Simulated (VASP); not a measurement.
# BN (P6_3/mmc) in VASP: a series of runs, part 2 of 2

VASP 6.6.1. The steps go on from the part before.

### Step 3. Single point, LDA (volume 8.081 Å^3 an atom, c/a of the conventional cell 2.9448)

Contents of INCAR:

```
SYSTEM = BN
PREC = Accurate ; ENCUT = 520
EDIFF = 1E-7 ; ISMEAR = 0
SIGMA = 0.05 ; LREAL = .False.
LASPH = .True. ; NELM = 60
ALGO = Normal ; ISIF = 2
LWAVE = .False. ; LCHARG = .False.
NBANDS = 16
```

Contents of KPOINTS:

```
regular mesh
0
Gamma
  12 12 4
  0 0 0
```

Contents of POSCAR:

```
BN
1.0
    2.3315579849      0.0000000000      0.0000000000
   -1.1657789925      2.0191884453      0.0000000000
    0.0000000000      0.0000000000      6.8659719539
B N
2 2
Direct
    0.3333333333      0.6666666667      0.2500000000
    0.6666666667      0.3333333333      0.7500000000
    0.3333333333      0.6666666667      0.7500000000
    0.6666666667      0.3333333333      0.2500000000
```

Potentials or basis: VASP PAW LDA potentials, release 64 (B, N).

Run with:

```console
$ cat potpaw_LDA.64/B/POTCAR potpaw_LDA.64/N/POTCAR > POTCAR
$ mpirun -np 1 vasp_std > vasp.out
```

It took 15 s on 1 thread of AMD EPYC 9R45 (Zen 5), shared host; peak memory 0.11 GiB.

It converged, with:

| Property | Result |
| --- | --- |
| Free energy | -37.3810 eV |
| Pressure | 62.0 GPa |
| Band gap on the k mesh | 4.44 eV, indirect (least direct gap 5.02 eV) |

Stress tensor (GPa, compression positive):
```
93.67  0.00  0.00
 0.00 93.67  0.00
 0.00  0.00 -1.32
```

Levels at points of the mesh, in eV from the valence-band top:
| k point | band 5 | band 6 | band 7 | band 8 | band 9 | band 10 | band 11 | band 12 |
| --- | --- | --- | --- | --- | --- | --- | --- | --- |
| (0.00, 0.00, 0.00) | -1.05 | -1.05 | -1.03 | -1.03 | 4.44 | 9.79 | 13.32 | 13.32 |
| (0.50, 0.00, 0.00) | -4.48 | -4.45 | -1.57 | -0.78 | 4.44 | 5.76 | 11.22 | 12.41 |
| (0.00, 0.00, 0.50) | -1.04 | -1.04 | -1.04 | -1.04 | 6.77 | 6.77 | 13.35 | 13.35 |
| (0.50, 0.00, 0.50) | -4.47 | -4.47 | -1.17 | -1.17 | 4.93 | 4.93 | 12.09 | 12.09 |

### Step 4. Single point, LDA (volume 8.081 Å^3 an atom, c/a of the conventional cell 2.6740)

Contents of INCAR:

```
PREC     = Accurate       # precision mode
ENCUT    = 520            # plane-wave cutoff, eV
EDIFF    = 1E-6           # SCF threshold, eV
ISMEAR   = 0              # smearing method
SIGMA    = 0.05           # smearing width, eV
LREAL    = F              # projectors in reciprocal space
LASPH    = T              # aspherical terms in the spheres
NELM     = 100            # most SCF steps
ALGO     = Normal         # electronic algorithm
ISIF     = 2              # what is computed and relaxed
LWAVE    = F              # write WAVECAR
LCHARG   = T              # write CHGCAR
LELF     = T              # ELF
LVHAR    = T            
NBANDS   = 16             # bands
```

Contents of KPOINTS:

```
regular mesh
0
Gamma
  12 12 4
```

Contents of POSCAR:

```
BN
1.0
    2.4077479466      0.0000000000      0.0000000000
   -1.2038739733      2.0851708877      0.0000000000
    0.0000000000      0.0000000000      6.4383180093
B N
2 2
Direct
    0.3333333333      0.6666666667      0.2500000000
    0.6666666667      0.3333333333      0.7500000000
    0.3333333333      0.6666666667      0.7500000000
    0.6666666667      0.3333333333      0.2500000000
```

Potentials or basis: VASP PAW LDA potentials, release 64 (B, N).

Run with:

```console
$ cat potpaw_LDA.64/B/POTCAR potpaw_LDA.64/N/POTCAR > POTCAR
$ mpirun -np 1 vasp_std > vasp.out
```

OUTCAR:

```text
PREC = Accurate
   ENCUT = 520
   EDIFF = 1E-6
   ISMEAR = 0
   LREAL = F
   LASPH = T
   NELM = 100
   ISIF = 2

 ion  position               nearest neighbor table
   1  0.333  0.667  0.250-   4 1.39   4 1.39   4 1.39
   2  0.667  0.333  0.750-   3 1.39   3 1.39   3 1.39
   3  0.333  0.667  0.750-   2 1.39   2 1.39   2 1.39
   4  0.667  0.333  0.250-   1 1.39   1 1.39   1 1.39

  LATTYP: Found a hexagonal cell.
 ALAT       =     2.4077479466
 C/A-ratio  =     2.6740000000

[... 653 lines left out ...]

  FORCE on cell =-STRESS in cart. coord.  units (eV):
  Direction    XX          YY          ZZ          XY          YZ          ZX
  --------------------------------------------------------------------------------------
  -------------------------------------------------------------------------------------
  Total        9.0258482      9.0258482      0.0351056      0.0000000     -0.0000000      0.0000000
  in kB      447.3768515    447.3768515      1.7400491      0.0000000     -0.0000000      0.0000000
  external PRESSURE =     298.8312507 kB  Pullay stress =       0.0000000 kB

 VOLUME and BASIS-vectors are now :
 -----------------------------------------------------------------------------
  energy-cutoff  :      520.00
  volume of cell :       32.32
      direct lattice vectors                 reciprocal lattice vectors
     2.407747947  0.000000000  0.000000000     0.415325866  0.239788500  0.000000000
    -1.203873973  2.085170888  0.000000000     0.000000000  0.479577001  0.000000000
     0.000000000  0.000000000  6.438318009     0.000000000  0.000000000  0.155320069

 POSITION                                       TOTAL-FORCE (eV/Angst)
 -----------------------------------------------------------------------------------
     -0.00000      1.39011      1.60958         0.000000     -0.000000      0.000000
      1.20387      0.69506      4.82874        -0.000000      0.000000      0.000000
     -0.00000      1.39011      4.82874         0.000000      0.000000      0.000000
      1.20387      0.69506      1.60958         0.000000      0.000000      0.000000
 -----------------------------------------------------------------------------------
    total drift:                               -0.000000      0.000000      0.000000

  FREE ENERGIE OF THE ION-ELECTRON SYSTEM (eV)
  ---------------------------------------------------
  free  energy   TOTEN  =       -38.2801015948 eV

  energy  without entropy=      -38.2801015948  energy(sigma->0) =      -38.28010159
```

OSZICAR:

```text
N       E                     dE             d eps       ncg     rms          rms(c)
DAV:   1     0.467426608891E+02    0.46743E+02   -0.81046E+03  1824   0.931E+02
DAV:   2    -0.403432785889E+02   -0.87086E+02   -0.78627E+02  2512   0.219E+02
DAV:   3    -0.431938988404E+02   -0.28506E+01   -0.28407E+01  2416   0.380E+01
DAV:   4    -0.432075068564E+02   -0.13608E-01   -0.13607E-01  2216   0.307E+00
DAV:   5    -0.432076156832E+02   -0.10883E-03   -0.10883E-03  2416   0.254E-01    0.121E+01
DAV:   6    -0.389348405114E+02    0.42728E+01   -0.62262E+00  2184   0.191E+01    0.538E+00
DAV:   7    -0.384140207950E+02    0.52082E+00   -0.67474E-01  2408   0.586E+00    0.320E+00
DAV:   8    -0.382848797173E+02    0.12914E+00   -0.28718E-01  2272   0.375E+00    0.463E-01
DAV:   9    -0.382801221560E+02    0.47576E-02   -0.16019E-02  2040   0.996E-01    0.210E-01
DAV:  10    -0.382800883131E+02    0.33843E-04   -0.66624E-04  2392   0.199E-01    0.246E-02
DAV:  11    -0.382801016178E+02   -0.13305E-04   -0.29146E-05  2136   0.424E-02    0.218E-02
DAV:  12    -0.382801015948E+02    0.22995E-07   -0.62745E-06  2160   0.185E-02
   1 F= -.38280102E+02 E0= -.38280102E+02  d E =-.744857E-16
```

stdout:

```text
POSCAR found type information on POSCAR B N
 POSCAR found :  2 types and       4 ions
 scaLAPACK will be used
 LDA part: xc-table for (Slater(with rela. corr.)+CA(PZ))
 , standard interpolation
 POSCAR, INCAR and KPOINTS ok, starting setup
 FFT: planning ... GRIDC
 FFT: planning ... GRID_SOFT
 FFT: planning ... GRID
 WAVECAR not read
 entering main loop
```

Run time: 13 s. Hardware: 1 thread of AMD EPYC 9R45 (Zen 5), shared host; peak memory 0.11 GiB.

What came out:

```yaml
Free_energy: -38.2801 eV
Pressure: 29.9 GPa
Band_gap_on_the_k_mesh: 4.19 eV, indirect (least direct gap 4.69 eV)
```

### Step 5. The runs side by side

| cell | gap on the mesh (eV) | pressure (GPa) |
| --- | --- | --- |
| a = 2.369, b = 2.369, c = 6.649 Å, angles 90.0, 90.0, 120.0°, 4 atoms | 4.31 | 45.3 |
| a = 2.332, b = 2.332, c = 6.866 Å, angles 90.0, 90.0, 120.0°, 4 atoms | 4.44 | 62.0 |
| a = 2.408, b = 2.408, c = 6.438 Å, angles 90.0, 90.0, 120.0°, 4 atoms | 4.19 | 29.9 |

Alike in all rows: task single point; level LDA; potentials or basis VASP PAW LDA potentials, release 64 (B, N); no spin polarisation; k mesh 12 × 12 × 4; cutoff (eV) 520; smearing gaussian 0.05 eV.

Total energies depend on the potentials used, so only differences within one code and one set of settings carry meaning.
